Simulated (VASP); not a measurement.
Set up this calculation in VASP 6.6.1, as the native input.

```yaml
Task: single point
Functional: PBE
Potentials_or_basis: VASP PAW PBE potentials, release 64 (Hf_pv, C)
Cutoff: 600 eV
k_mesh: 16 × 16 × 16
Occupations: gaussian, width 0.1 eV
Spin: no spin polarisation
Dipole_correction: no
Further_INCAR_settings: ALGO = Normal; EDIFF = 1e-06; NBANDS = 14
```

The structure of HfC lies in POSCAR:

```
HfC
1.0
    0.0000000000      2.3100000000      2.3100000000
    2.3100000000      0.0000000000      2.3100000000
    2.3100000000      2.3100000000      0.0000000000
Hf C
1 1
Direct
    0.0000000000      0.0000000000      0.0000000000
    0.5000000000      0.5000000000      0.5000000000
```

The input as run:

INCAR

```
SYSTEM = HfC
ALGO     = Normal         ! electronic algorithm
EDIFF    = 1E-6           ! SCF threshold, eV
ENCUT    = 600            ! plane-wave cutoff, eV
GGA      = PE             ! functional
GGA_COMPAT= .False.      
ISIF     = 2              ! what is computed and relaxed
ISMEAR   = 0              ! smearing method
LASPH    = .True.         ! aspherical terms in the spheres
LCHARG   = .False.        ! write CHGCAR
LREAL    = .False.        ! projectors in reciprocal space
LWAVE    = .False.        ! write WAVECAR
NBANDS   = 14             ! bands
NELM     = 120            ! most SCF steps
PREC     = Accurate       ! precision mode
SIGMA    = 0.1            ! smearing width, eV
```

KPOINTS

```
k-points
0
Gamma
  16 16 16
  0 0 0
```

Potentials or basis: VASP PAW PBE potentials, release 64 (Hf_pv, C).

Run with:

```bash
$ cat potpaw_PBE.64/Hf_pv/POTCAR potpaw_PBE.64/C/POTCAR > POTCAR
$ mpirun -np 1 vasp_std > vasp.out
```

It gave:

```json
{
 "Pressure": "4.3 GPa",
 "Band gap on the k mesh": "zero (bands 7 and 8 overlap by 1.44 eV)"
}
```

Caveat: the cell stands under pressure; spin-orbit coupling is left out, which moves the levels of the heavy elements.

Run time: 25 s on 1 thread of Intel(R) Xeon(R) 6975P-C (Granite Rapids), on a shared host, peak memory 0.2 GiB.
